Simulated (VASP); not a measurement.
# SnTe (Pm-3m) in VASP: single point with PBEsol

Aim: the single point of SnTe with PBEsol.

All numbers are computed with VASP 6.6.1; they aren't measurements. Logs are shortened: lines on timing, memory, paths and dates and some standing lists are left out, and cuts for length are marked.

### 1 The cell of the first run

Symmetry: Pm-3m, No. 221, cubic system. Conventional cell: a = 3.977 Å, b = 3.977 Å, c = 3.977 Å, α = 90.00°, β = 90.00°, γ = 90.00°. Within 4.5 Å of Sn (site symmetry m-3m) lie 8 Te at 3.44 Å and 6 Sn at 3.98 Å. Within 4.5 Å of Te (site symmetry m-3m) lie 8 Sn at 3.44 Å and 6 Te at 3.98 Å.

### 2 Single point, PBEsol

INCAR reads:

```
ALGO = Normal
EDIFF = 1E-6
ENCUT = 520
GGA = PS
ISIF = 2
ISMEAR = 0
LASPH = True
LCHARG = False
LREAL = False
LWAVE = False
NBANDS = 17
NELM = 100
PREC = Accurate
SIGMA = 0.03
```

KPOINTS reads:

```
k-points
0
Gamma
  10 10 10
```

POSCAR reads:

```
SnTe
1.0
   -1.3256469313      2.6512938627      2.6512938627
    2.6512938627     -1.3256469313      2.6512938627
    2.6512938627      2.6512938627     -1.3256469313
Sn Te
1 1
Direct
    0.0000000000      0.0000000000      0.0000000000
    0.5000000000      0.5000000000      0.5000000000
```

Potentials or basis: VASP PAW PBE potentials, release 64 (Sn_d, Te).

Command:

```sh
$ cat potpaw_PBE.64/Sn_d/POTCAR potpaw_PBE.64/Te/POTCAR > POTCAR
$ mpirun -np 1 vasp_std > vasp.out
```

OUTCAR:

```text
EDIFF = 1E-6
   ENCUT = 520
   GGA = PS
   ISIF = 2
   ISMEAR = 0
   LASPH = True
   LREAL = False
   NELM = 100
   PREC = Accurate

 ion  position               nearest neighbor table
   1  0.000  0.000  0.000-   2 3.44   2 3.44   2 3.44   2 3.44   2 3.44   2 3.44   2 3.44   2 3.44

   2  0.500  0.500  0.500-   1 3.44   1 3.44   1 3.44   1 3.44   1 3.44   1 3.44   1 3.44   1 3.44

  LATTYP: Found a simple cubic cell.
 ALAT       =     3.9769407940

  Lattice vectors:

 A1 = (  -1.3256469313,   2.6512938627,   2.6512938627)
 A2 = (   2.6512938627,  -1.3256469313,   2.6512938627)
 A3 = (   2.6512938627,   2.6512938627,  -1.3256469313)

Analysis of symmetry for initial positions (statically):
=====================================================================
 Subroutine PRICEL returns:
 Original cell was already a primitive cell.

 Routine SETGRP: Setting up the symmetry group for a
 simple cubic supercell.

 Subroutine GETGRP returns: Found 48 space group operations
 (whereof 48 operations were pure point group operations)
 out of a pool of 48 trial point group operations.

The static configuration has the point symmetry O_h .

Analysis of symmetry for dynamics (positions and initial velocities):
=====================================================================
 Subroutine PRICEL returns:
 Original cell was already a primitive cell.

 Routine SETGRP: Setting up the symmetry group for a
 simple cubic supercell.

 Subroutine GETGRP returns: Found 48 space group operations
 (whereof 48 operations were pure point group operations)
 out of a pool of 48 trial point group operations.

The dynamic configuration has the point symmetry O_h .

 Subroutine INISYM returns: Found 48 space group operations
 (whereof 48 operations are pure point group operations),
 and found     1 'primitive' translations

----------------------------------------------------------------------------------------

                                     Primitive cell

  volume of cell :      62.8995

  direct lattice vectors                    reciprocal lattice vectors
    -1.325646931  2.651293863  2.651293863    -0.083816519  0.167633038  0.167633038
     2.651293863 -1.325646931  2.651293863     0.167633038 -0.083816519  0.167633038
     2.651293863  2.651293863 -1.325646931     0.167633038  0.167633038 -0.083816519

  length of vectors
     3.976940794  3.976940794  3.976940794     0.251449557  0.251449557  0.251449557

  position of ions in fractional coordinates (direct lattice)
[... 73 lines left out ...]
   ISPIN  =      1    spin polarized calculation?
   LNONCOLLINEAR =      F non collinear calculations
   LSORBIT =      F    spin-orbit coupling
   LASPH  =      T    aspherical Exc in radial PAW
   ENCUT  =  520.0 eV  38.22 Ry    6.18 a.u.   7.39  7.39  7.39*2*pi/ulx,y,z
   NELM   =    100;   NELMIN=  2; NELMDL= -5     # of ELM steps
   EDIFF  = 0.1E-05   stopping-criterion for ELM
   LREAL  =      F    real-space projection
   EDIFFG = 0.1E-04   stopping-criterion for IOM
   NSW    =      0    number of steps for IOM
   IBRION =     -1    ionic relax: 0-MD 1-quasi-New 2-CG
   NFREE  =      0    steps in history (QN), initial steepest desc. (CG)
   ISIF   =      2    stress and relaxation
   ISYM   =      2    0-nonsym 1-usesym 2-fastsym
   POTIM  = 0.5000    time-step for ionic-motion
   TEBEG  =    0.0;   TEEND  =   0.0 temperature during run
   PSTRESS=    0.0 pullay stress
   NELECT =      20.0000    total number of electrons
   NUPDOWN=      -1.0000    fix difference up-down
   EMIN   =  10.00;   EMAX   =-10.00  energy-range for DOS
   EFERMI =   0.00;   METHOD = LEGACY
   ISMEAR =     0;   SIGMA  =   0.03  broadening in eV -4-tet -1-fermi 0-gaus
   EFERMI_NEDOS =   21; number of points for ismear=-14 and -15
   IALGO  =     38    algorithm
   IMIX   =      4    mixing-type and parameters
     AMIX     =   0.40;   BMIX     =  1.00
     AMIX_MAG =   1.60;   BMIX_MAG =  1.00
  volume/ion in A,a.u.               =      31.45       212.23
  Fermi-wavevector in a.u.,A,eV,Ry     =   1.117384  2.111549 16.987507  1.248547
  Thomas-Fermi vector in A             =   2.254006
   LORBIT       =      0    0 simple, 1 ext, 2 COOP (PROOUT), +10 PAW based schemes
   GGA     = PS    functional components
   LHFCALC =     F    Hartree Fock is set to
   AEXX    =    0.0000 exact exchange contribution
   IVDW    =     0    specifies the selected vdW correction
   LEPSILON=     F    determine dielectric tensor
   LRPA    =     F    only Hartree local field effects (RPA)
 non-spin polarized calculation
 Gauss-broadening in eV      SIGMA  =   0.03
  energy-cutoff  :      520.00
  volume of cell :       62.90
 maximum number of plane-waves:      1743
 NGX is ok and might be reduce to    30
   NGX = 15   NGY = 15   NGZ = 15

 number of electron      20.0000011 magnetization

 Free energy of the ion-electron system (eV)
  ---------------------------------------------------
  ext. energy  EPLUGINS =         0.00000000
  ---------------------------------------------------
  free energy    TOTEN  =        -7.81724605 eV

  energy without entropy =       -7.81666173  energy(sigma->0) =       -7.81695389

 E-fermi :   6.1826     XC(G=0):  -9.7665

 val. band max:        6.1783888513   @ k =   0.5000   0.2000  -0.0000
 cond. band min:       6.2020005843   @ k =   0.4000   0.3000  -0.0000
 fundamental gap:      0.0236117330
 Fermi energy:         6.1825880580

 k-point     1 :       0.0000    0.0000    0.0000
  band No.  band energies     occupation
      1     -15.2767      2.00000
      2     -15.2767      2.00000
      3     -15.2450      2.00000
      4     -15.2450      2.00000
      5     -15.2450      2.00000
      6      -5.7249      2.00000
[... 457 lines left out ...]
      4     -15.2513      2.00000
      5     -15.2461      2.00000
      6      -5.0114      2.00000
[... 9 lines left out ...]
     16      14.7597      0.00000
     17      14.8523      0.00000

 [... further k-points ...]
[... 5 lines left out ...]
  --------------------------------------------------------------------------------------
  -------------------------------------------------------------------------------------
  Total       -1.9483550     -1.9483550     -1.9483550     -0.0000000     -0.0000000     -0.0000000
  in kB      -49.6285176    -49.6285176    -49.6285176     -0.0000000     -0.0000000     -0.0000000
  external PRESSURE =     -49.6285176 kB  Pullay stress =       0.0000000 kB

 VOLUME and BASIS-vectors are now :
 -----------------------------------------------------------------------------
  energy-cutoff  :      520.00
  volume of cell :       62.90
      direct lattice vectors                 reciprocal lattice vectors
    -1.325646931  2.651293863  2.651293863    -0.083816519  0.167633038  0.167633038
     2.651293863 -1.325646931  2.651293863     0.167633038 -0.083816519  0.167633038
     2.651293863  2.651293863 -1.325646931     0.167633038  0.167633038 -0.083816519

 POSITION                                       TOTAL-FORCE (eV/Angst)
 -----------------------------------------------------------------------------------
      0.00000      0.00000      0.00000         0.000000      0.000000      0.000000
      1.98847      1.98847      1.98847        -0.000000     -0.000000     -0.000000
 -----------------------------------------------------------------------------------
    total drift:                               -0.000000      0.000000     -0.000000

  FREE ENERGIE OF THE ION-ELECTRON SYSTEM (eV)
  ---------------------------------------------------
  free  energy   TOTEN  =        -7.8172460548 eV

  energy  without entropy=       -7.8166617286  energy(sigma->0) =       -7.81695389
```

It took 38 s on 1 thread of Intel Xeon Platinum 8488C (Sapphire Rapids), shared host; peak memory 0.2 GiB.

What came out:

- Free energy: -7.8172 eV
- Pressure: -5.0 GPa
- Band gap on the k mesh: zero (band 10 reaches 6.52 eV, above the bottom of band 11 at 5.09 eV)

Caveat: the PAW data sets were made with another functional, which shifts forces and pressure a little; spin-orbit coupling is left out, which moves the levels of the heavy elements.
